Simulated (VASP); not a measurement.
# AlN (P6_3/mmc) in VASP: further runs

The runs below take AlN through single point, with PBEsol.

Everything below comes from runs of VASP 6.6.1. Logs are shortened: lines on timing, memory, paths and dates and some standing lists are left out, and cuts for length are marked.

## 1. The cell of the first run

The structure is hexagonal, space group P6_3/mmc (No. 194). The conventional cell has a = 3.361 Å, b = 3.361 Å, c = 4.141 Å, α = 90.00°, β = 90.00°, γ = 120.00°. Within 2.6 Å of Al (site symmetry -6m2) lie 5 N at 1.94 to 2.07 Å. N (site symmetry -6m2) has 5 Al at 1.94 to 2.07 Å within 2.6 Å.

## 2. Single point, PBEsol

Input file INCAR:

```
SYSTEM = AlN
ALGO = Normal
EDIFF = 1E-6
ENCUT = 520
GGA = PS
ISIF = 2
ISMEAR = 0
LASPH = .TRUE.
LCHARG = .TRUE.
LELF = .TRUE.
LREAL = .FALSE.
LVHAR = .TRUE.
LWAVE = .FALSE.
NBANDS = 16
NELM = 60
PREC = Accurate
SIGMA = 0.05
```

Input file KPOINTS:

```
k-points
0
G
  9 9 6
  0 0 0
```

Input file POSCAR:

```
AlN
1.0
    3.3610000000      0.0000000000      0.0000000000
   -1.6805000000      2.9107113821      0.0000000000
    0.0000000000      0.0000000000      4.1412155349
Al N
2 2
Direct
    0.3333333333      0.6666666667      0.7500000000
    0.6666666667      0.3333333333      0.2500000000
    0.3333333333      0.6666666667      0.2500000000
    0.6666666667      0.3333333333      0.7500000000
```

Potentials or basis: VASP PAW PBE potentials, release 64 (Al, N).

On the command line:

```sh
$ cat potpaw_PBE.64/Al/POTCAR potpaw_PBE.64/N/POTCAR > POTCAR
$ mpirun -np 1 vasp_std > vasp.out
```

OUTCAR:

```text
SYSTEM = AlN
   EDIFF = 1E-6
   ENCUT = 520
   GGA = PS
   ISIF = 2
   ISMEAR = 0
   LASPH = .TRUE.
   LREAL = .FALSE.
   NELM = 60
   PREC = Accurate

 ion  position               nearest neighbor table
   1  0.333  0.667  0.750-   4 1.94   4 1.94   4 1.94   3 2.07   3 2.07   2 2.84   2 2.84   2 2.84
                             2 2.84   2 2.84   2 2.84
   2  0.667  0.333  0.250-   3 1.94   3 1.94   3 1.94   4 2.07   4 2.07   1 2.84   1 2.84   1 2.84
                             1 2.84   1 2.84   1 2.84
   3  0.333  0.667  0.250-   2 1.94   2 1.94   2 1.94   1 2.07   1 2.07
   4  0.667  0.333  0.750-   1 1.94   1 1.94   1 1.94   2 2.07   2 2.07

  LATTYP: Found a hexagonal cell.
 ALAT       =     3.3610000000
 C/A-ratio  =     1.2321379158

  Lattice vectors:

 A1 = (   3.3610000000,   0.0000000000,   0.0000000000)
 A2 = (  -1.6805000000,   2.9107113821,   0.0000000000)
 A3 = (   0.0000000000,   0.0000000000,   4.1412155349)

Analysis of symmetry for initial positions (statically):
=====================================================================
 Subroutine PRICEL returns:
 Original cell was already a primitive cell.

 Routine SETGRP: Setting up the symmetry group for a
 hexagonal supercell.

 Subroutine GETGRP returns: Found 24 space group operations
 (whereof 12 operations were pure point group operations)
 out of a pool of 24 trial point group operations.

The static configuration has the point symmetry D_3d.
 The point group associated with its full space group is D_6h.

Analysis of symmetry for dynamics (positions and initial velocities):
=====================================================================
 Subroutine PRICEL returns:
 Original cell was already a primitive cell.

 Routine SETGRP: Setting up the symmetry group for a
 hexagonal supercell.

 Subroutine GETGRP returns: Found 24 space group operations
 (whereof 12 operations were pure point group operations)
 out of a pool of 24 trial point group operations.

The dynamic configuration has the point symmetry D_3d.
 The point group associated with its full space group is D_6h.

 Subroutine INISYM returns: Found 24 space group operations
 (whereof 12 operations are pure point group operations),
 and found     1 'primitive' translations

----------------------------------------------------------------------------------------

                                     Primitive cell

  volume of cell :      40.5131

[... 94 lines left out ...]
   EDIFFG = 0.1E-04   stopping-criterion for IOM
   NSW    =      0    number of steps for IOM
   IBRION =     -1    ionic relax: 0-MD 1-quasi-New 2-CG
   NFREE  =      0    steps in history (QN), initial steepest desc. (CG)
   ISIF   =      2    stress and relaxation
   ISYM   =      2    0-nonsym 1-usesym 2-fastsym
   POTIM  = 0.5000    time-step for ionic-motion
   TEBEG  =    0.0;   TEEND  =   0.0 temperature during run
   PSTRESS=    0.0 pullay stress
   NELECT =      16.0000    total number of electrons
   NUPDOWN=      -1.0000    fix difference up-down
   EMIN   =  10.00;   EMAX   =-10.00  energy-range for DOS
   EFERMI =   0.00;   METHOD = LEGACY
   ISMEAR =     0;   SIGMA  =   0.05  broadening in eV -4-tet -1-fermi 0-gaus
   EFERMI_NEDOS =   21; number of points for ismear=-14 and -15
   IALGO  =     38    algorithm
   IMIX   =      4    mixing-type and parameters
     AMIX     =   0.40;   BMIX     =  1.00
     AMIX_MAG =   1.60;   BMIX_MAG =  1.00
  volume/ion in A,a.u.               =      10.13        68.35
  Fermi-wavevector in a.u.,A,eV,Ry     =   1.201111  2.269770 19.628671  1.442667
  Thomas-Fermi vector in A             =   2.336928
   LORBIT       =      0    0 simple, 1 ext, 2 COOP (PROOUT), +10 PAW based schemes
   GGA     = PS    functional components
   LHFCALC =     F    Hartree Fock is set to
   AEXX    =    0.0000 exact exchange contribution
   IVDW    =     0    specifies the selected vdW correction
   LEPSILON=     F    determine dielectric tensor
   LRPA    =     F    only Hartree local field effects (RPA)
 non-spin polarized calculation
 Gauss-broadening in eV      SIGMA  =   0.05
  energy-cutoff  :      520.00
  volume of cell :       40.51
 maximum number of plane-waves:      1120
 NGX is ok and might be reduce to    28
   NGX = 13   NGY = 13   NGZ = 15

 number of electron      16.0000000 magnetization

 Free energy of the ion-electron system (eV)
  ---------------------------------------------------
  ext. energy  EPLUGINS =         0.00000000
  ---------------------------------------------------
  free energy    TOTEN  =       -30.90534177 eV

  energy without entropy =      -30.90534177  energy(sigma->0) =      -30.90534177

 E-fermi :   7.7887     XC(G=0): -11.2682

 val. band max:        7.5408070147   @ k =   0.0000   0.0000   0.0000
 cond. band min:      10.6705255484   @ k =   0.0000   0.0000   0.0000
 fundamental gap:      3.1297185336
 Fermi energy:         7.7887213098

 k-point     1 :       0.0000    0.0000    0.0000
  band No.  band energies     occupation
      1      -8.9868      2.00000
      2      -5.2714      2.00000
      3       0.8871      2.00000
      4       4.3374      2.00000
      5       4.3374      2.00000
      6       6.1177      2.00000
[... 433 lines left out ...]
      3       1.1695      2.00000
      4       2.1296      2.00000
      5       2.1296      2.00000
      6       4.8236      2.00000
[... 8 lines left out ...]
     15      18.7440      0.00000
     16      20.4975      0.00000

 [... further k-points ...]

------------------------ aborting loop because EDIFF is reached ----------------------------------------

  FORCE on cell =-STRESS in cart. coord.  units (eV):
  Direction    XX          YY          ZZ          XY          YZ          ZX
  --------------------------------------------------------------------------------------
  -------------------------------------------------------------------------------------
  Total       -2.2503365     -2.2503365     -1.2134916      0.0000000     -0.0000000     -0.0000000
  in kB      -88.9943764    -88.9943764    -47.9901250      0.0000000     -0.0000000     -0.0000000
  external PRESSURE =     -75.3262926 kB  Pullay stress =       0.0000000 kB

 VOLUME and BASIS-vectors are now :
 -----------------------------------------------------------------------------
  energy-cutoff  :      520.00
  volume of cell :       40.51
      direct lattice vectors                 reciprocal lattice vectors
     3.361000000  0.000000000  0.000000000     0.297530497  0.171779312  0.000000000
    -1.680500000  2.910711382  0.000000000     0.000000000  0.343558625  0.000000000
     0.000000000  0.000000000  4.141215535     0.000000000  0.000000000  0.241474995

 POSITION                                       TOTAL-FORCE (eV/Angst)
 -----------------------------------------------------------------------------------
     -0.00000      1.94047      3.10591        -0.000000      0.000000      0.000000
      1.68050      0.97024      1.03530         0.000000     -0.000000      0.000000
     -0.00000      1.94047      1.03530        -0.000000      0.000000      0.000000
      1.68050      0.97024      3.10591         0.000000     -0.000000      0.000000
 -----------------------------------------------------------------------------------
    total drift:                               -0.000000      0.000000      0.000000

  FREE ENERGIE OF THE ION-ELECTRON SYSTEM (eV)
  ---------------------------------------------------
  free  energy   TOTEN  =       -30.9053417733 eV

  energy  without entropy=      -30.9053417733  energy(sigma->0) =      -30.90534177
```

OSZICAR:

```text
N       E                     dE             d eps       ncg     rms          rms(c)
DAV:   1     0.404571078699E+02    0.40457E+02   -0.72741E+03  1544   0.899E+02
DAV:   2    -0.316149658499E+02   -0.72072E+02   -0.65820E+02  2272   0.185E+02
DAV:   3    -0.350265084360E+02   -0.34115E+01   -0.34008E+01  1784   0.414E+01
DAV:   4    -0.350473767843E+02   -0.20868E-01   -0.20867E-01  1952   0.366E+00
DAV:   5    -0.350476513257E+02   -0.27454E-03   -0.27454E-03  1792   0.424E-01    0.111E+01
DAV:   6    -0.309773937552E+02    0.40703E+01   -0.81356E+00  1984   0.211E+01    0.387E+00
DAV:   7    -0.309489983374E+02    0.28395E-01   -0.64758E-01  1720   0.547E+00    0.276E+00
DAV:   8    -0.309135802517E+02    0.35418E-01   -0.10782E-01  1648   0.264E+00    0.881E-01
DAV:   9    -0.309050428623E+02    0.85374E-02   -0.20146E-02  1944   0.110E+00    0.276E-01
DAV:  10    -0.309054365624E+02   -0.39370E-03   -0.22648E-03  1728   0.323E-01    0.173E-01
DAV:  11    -0.309053447843E+02    0.91778E-04   -0.12185E-04  1872   0.842E-02    0.446E-02
DAV:  12    -0.309053423335E+02    0.24508E-05   -0.74055E-06  1776   0.211E-02    0.820E-03
DAV:  13    -0.309053417733E+02    0.56018E-06   -0.27183E-06  1888   0.121E-02
   1 F= -.30905342E+02 E0= -.30905342E+02  d E =-.122125E-14
```

Run time: 27 s. Hardware: 1 thread of Intel Xeon Platinum 8259CL at 2.50GHz (Skylake/Cascade Lake), shared host; peak memory 0.16 GiB.

Results:

- Free energy: -30.9053 eV
- Pressure: -7.5 GPa
- Band gap on the k mesh: 3.13 eV, direct

Levels at points of the mesh, in eV from the valence-band top:
| k point | band 4 | band 5 | band 6 | band 7 | band 8 | band 9 | band 10 | band 11 | band 12 | band 13 |
| --- | --- | --- | --- | --- | --- | --- | --- | --- | --- | --- |
| (0.00, 0.00, 0.00) | -3.20 | -3.20 | -1.42 | -1.42 | 0.00 | 3.13 | 4.20 | 8.01 | 8.01 | 11.12 |
| (0.00, 0.00, 0.50) | -3.63 | -2.35 | -2.35 | -2.35 | -2.35 | 5.54 | 5.54 | 8.16 | 8.16 | 8.16 |

Caveat: the PAW data sets were made with another functional, which shifts forces and pressure a little. PBEsol gaps usually lie below the measured ones, often by a third to a half.

## 3. Single point, PBEsol

This run uses another cell than the first one, of 10.16 Å³/atom, 1.004 times its volume.

Input file INCAR:

```
PREC     = Accurate       # precision mode
ENCUT    = 520            # plane-wave cutoff, eV
EDIFF    = 1E-6           # SCF threshold, eV
ISMEAR   = 0              # smearing method
SIGMA    = 0.05           # smearing width, eV
LREAL    = F              # projectors in reciprocal space
LASPH    = T              # aspherical terms in the spheres
NELM     = 80             # most SCF steps
ALGO     = Normal         # electronic algorithm
ISIF     = 2              # what is computed and relaxed
LWAVE    = F              # write WAVECAR
LCHARG   = F              # write CHGCAR
GGA      = PS             # functional
NBANDS   = 16             # bands
```

Input file KPOINTS:

```
regular mesh
0
Gamma
  9 9 6
```

Input file POSCAR:

```
AlN
1.0
    3.3015780391      0.0000000000      0.0000000000
   -1.6507890196      2.8592504545      0.0000000000
    0.0000000000      0.0000000000      4.3069000000
Al N
2 2
Direct
    0.3333333333      0.6666666667      0.7500000000
    0.6666666667      0.3333333333      0.2500000000
    0.3333333333      0.6666666667      0.2500000000
    0.6666666667      0.3333333333      0.7500000000
```

Potentials or basis: VASP PAW PBE potentials, release 64 (Al, N).

On the command line:

```sh
$ cat potpaw_PBE.64/Al/POTCAR potpaw_PBE.64/N/POTCAR > POTCAR
$ mpirun -np 1 vasp_std > vasp.out
```

Wall time 24 s (1 thread of Intel Xeon Platinum 8259CL at 2.50GHz (Skylake/Cascade Lake), shared host); peak memory 0.17 GiB.

It converged, with:

```yaml
Free_energy: -30.8948 eV
Pressure: -6.6 GPa
Band_gap_on_the_k_mesh: 2.94 eV, direct
```

Stress tensor (GPa, compression positive):
```
-4.99  0.00  0.00
 0.00 -4.99  0.00
 0.00  0.00 -9.72
```

Levels at points of the mesh, in eV from the valence-band top:
| k point | band 6 | band 7 | band 8 | band 9 | band 10 | band 11 |
| --- | --- | --- | --- | --- | --- | --- |
| (0.00, 0.00, 0.00) | -1.75 | -1.75 | 0.00 | 2.94 | 4.21 | 8.10 |
| (0.00, 0.00, 0.50) | -2.53 | -2.53 | -2.53 | 5.35 | 5.35 | 8.33 |

Caveat: the PAW data sets were made with another functional, which shifts forces and pressure a little. A hybrid or GW would open this gap; PBEsol tends to underestimate it.

## 4. Single point, PBEsol

This run uses another cell than the first one, of 10.21 Å³/atom, 1.008 times its volume.

Input file INCAR:

```
SYSTEM = AlN
ALGO = Normal ; EDIFF = 1E-6
ENCUT = 520 ; GGA = PS
ISIF = 2 ; ISMEAR = 0
LASPH = .True. ; LCHARG = .True.
LELF = .True. ; LREAL = .False.
LVHAR = .True. ; LWAVE = .False.
NBANDS = 16 ; NELM = 100
PREC = Accurate ; SIGMA = 0.05
```

Input file KPOINTS:

```
k-points
0
Gamma
  9 9 6
  0 0 0
```

Input file POSCAR:

```
AlN
1.0
    3.3412000000      0.0000000000      0.0000000000
   -1.6706000000      2.8935640791      0.0000000000
    0.0000000000      0.0000000000      4.2240000000
Al N
2 2
Direct
    0.3333333333      0.6666666667      0.7500000000
    0.6666666667      0.3333333333      0.2500000000
    0.3333333333      0.6666666667      0.2500000000
    0.6666666667      0.3333333333      0.7500000000
```

On the command line:

```sh
$ cat potpaw_PBE.64/Al/POTCAR potpaw_PBE.64/N/POTCAR > POTCAR
$ mpirun -np 1 vasp_std > vasp.out
```

Wall time 26 s (1 thread of Intel Xeon Platinum 8259CL at 2.50GHz (Skylake/Cascade Lake), shared host); peak memory 0.17 GiB.

It converged, with:

```
Free energy            : -30.8983 eV
Pressure               : -8.5 GPa
Band gap on the k mesh : 2.99 eV, direct
```

Stress tensor (GPa, compression positive):
```
-8.61  0.00  0.00
 0.00 -8.61  0.00
 0.00  0.00 -8.40
```

Levels at points of the mesh, in eV from the valence-band top:
| k point | band 4 | band 5 | band 6 | band 7 | band 8 | band 9 | band 10 | band 11 | band 12 | band 13 |
| --- | --- | --- | --- | --- | --- | --- | --- | --- | --- | --- |
| (0.00, 0.00, 0.00) | -3.21 | -3.21 | -1.57 | -1.57 | 0.00 | 2.99 | 4.13 | 8.00 | 8.00 | 10.94 |
| (0.00, 0.00, 0.50) | -3.70 | -2.42 | -2.42 | -2.42 | -2.42 | 5.41 | 5.41 | 8.20 | 8.20 | 8.20 |

Caveat: the PAW data sets were made with another functional, which shifts forces and pressure a little.

## 5. Single point, PBEsol

This run uses another cell than the first one, of 10.25 Å³/atom, 1.012 times its volume.

Input file INCAR:

```
  ALGO = Normal
  EDIFF = 1E-6
  ENCUT = 520
  GGA = PS
  ISIF = 2
  ISMEAR = 0
  LASPH = T
  LCHARG = F
  LREAL = F
  LWAVE = F
  NBANDS = 16
  NELM = 60
  PREC = Accurate
  SIGMA = 0.05
```

Input file KPOINTS:

```
k-points
0
Gamma
  9 9 6
```

Input file POSCAR:

```
AlN
1.0
    3.3808000000      0.0000000000      0.0000000000
   -1.6904000000      2.9278586851      0.0000000000
    0.0000000000      0.0000000000      4.1412155349
Al N
2 2
Direct
    0.3333333333      0.6666666667      0.7500000000
    0.6666666667      0.3333333333      0.2500000000
    0.3333333333      0.6666666667      0.2500000000
    0.6666666667      0.3333333333      0.7500000000
```

On the command line:

```sh
$ cat potpaw_PBE.64/Al/POTCAR potpaw_PBE.64/N/POTCAR > POTCAR
$ mpirun -np 1 vasp_std > vasp.out
```

It took 25 s on 1 thread of Intel Xeon Platinum 8259CL at 2.50GHz (Skylake/Cascade Lake), shared host; peak memory 0.17 GiB.

It converged, with:

```yaml
Free_energy: -30.8751 eV
Pressure: -9.7 GPa
Band_gap_on_the_k_mesh: 3.06 eV, direct
```

Stress tensor (GPa, compression positive):
```
-11.42   0.00   0.00
  0.00 -11.42   0.00
  0.00   0.00  -6.29
```

Levels at points of the mesh, in eV from the valence-band top:
| k point | band 6 | band 7 | band 8 | band 9 | band 10 | band 11 |
| --- | --- | --- | --- | --- | --- | --- |
| (0.00, 0.00, 0.00) | -1.36 | -1.36 | 0.00 | 3.06 | 4.12 | 7.94 |
| (0.00, 0.00, 0.50) | -2.30 | -2.30 | -2.30 | 5.50 | 5.50 | 8.10 |

Caveat: the PAW data sets were made with another functional, which shifts forces and pressure a little. A hybrid or GW would open this gap; PBEsol tends to underestimate it.

## 6. Overview

```tsv
cell	gap on the mesh (eV)	pressure (GPa)
a = 3.361, b = 3.361, c = 4.141 Å, angles 90.0, 90.0, 120.0°, 4 atoms	3.13	-7.5
a = 3.302, b = 3.302, c = 4.307 Å, angles 90.0, 90.0, 120.0°, 4 atoms	2.94	-6.6
a = 3.341, b = 3.341, c = 4.224 Å, angles 90.0, 90.0, 120.0°, 4 atoms	2.99	-8.5
a = 3.381, b = 3.381, c = 4.141 Å, angles 90.0, 90.0, 120.0°, 4 atoms	3.06	-9.7
```

Alike in all rows: task single point; level PBEsol; potentials or basis VASP PAW PBE potentials, release 64 (Al, N); no spin polarisation; k mesh 9 × 9 × 6; cutoff (eV) 520; smearing gaussian 0.05 eV.

Caveats: the PAW data sets were made with another functional, which shifts forces and pressure a little.

Total energies depend on the potentials used, so only differences within one code and one set of settings carry meaning.
